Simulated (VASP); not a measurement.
Wanted: the native input for a VASP 6.6.1 run.

```
Task                      : relaxation of the atoms
Functional                : PBE
Dispersion                : D3(BJ)
Potentials or basis       : VASP PAW PBE potentials, release 64 (B, N)
Cutoff                    : 520 eV
k mesh                    : 12 × 12 × 1
Occupations               : gaussian, width 0.05 eV
Spin                      : no spin polarisation
Dipole correction         : yes
Atoms held fixed (from 0) : [0, 5, 1, 6]
Further INCAR settings    : ALGO = Normal; EDIFF = 1e-07; IBRION = 2; EDIFFG = -0.03; NSW = 90
```

The structure of BN lies in POSCAR:

```
BN
1.0
    2.5064382241      0.0000000000      0.0000000000
   -1.2532191120      2.1706391751      0.0000000000
    0.0000000000      0.0000000000     30.2336900623
B N
5 5
Selective dynamics
Direct
    0.6666666667      0.3333333333      0.2811433200  F F F
    0.3333333333      0.6666666667      0.3905716600  F F F
    0.6666666667      0.3333333333      0.5000000000  T T T
    0.3333333333      0.6666666667      0.6094283400  T T T
    0.6666666667      0.3333333333      0.7188566800  T T T
    0.3333333333      0.6666666667      0.2811433200  F F F
    0.6666666667      0.3333333333      0.3905716600  F F F
    0.3333333333      0.6666666667      0.5000000000  T T T
    0.6666666667      0.3333333333      0.6094283400  T T T
    0.3333333333      0.6666666667      0.7188566800  T T T
```

The input as run:

INCAR

```
  ALGO = Normal
  DIPOL = 0.5 0.5 0.500
  EDIFF = 1E-7
  EDIFFG = -0.03
  ENCUT = 520
  GGA = PE
  IBRION = 2
  IDIPOL = 3
  ISIF = 2
  ISMEAR = 0
  IVDW = 12
  LASPH = True
  LCHARG = False
  LDIPOL = True
  LREAL = False
  LUSENCCL = False
  LWAVE = False
  NELM = 100
  NSW = 90
  PREC = Accurate
  SIGMA = 0.05
```

KPOINTS

```
k-points
0
Gamma
  12 12 1
```

Potentials or basis: VASP PAW PBE potentials, release 64 (B, N).

The run is started by

```bash
$ cat potpaw_PBE.64/B/POTCAR potpaw_PBE.64/N/POTCAR > POTCAR
$ mpirun -np 1 vasp_std > vasp.out
```

Results of the run:

```
Band gap on the k mesh     : 4.29 eV, indirect (least direct gap 4.64 eV)
Dispersion energy per atom : -0.127 eV
```

Caveat: the relaxation stopped at its first step, so nothing moved.

It used 55 s of CPU time on 1 × NVIDIA H100 80GB with 1 thread of AMD EPYC 7R13 Processor (Zen 3) (shared host).
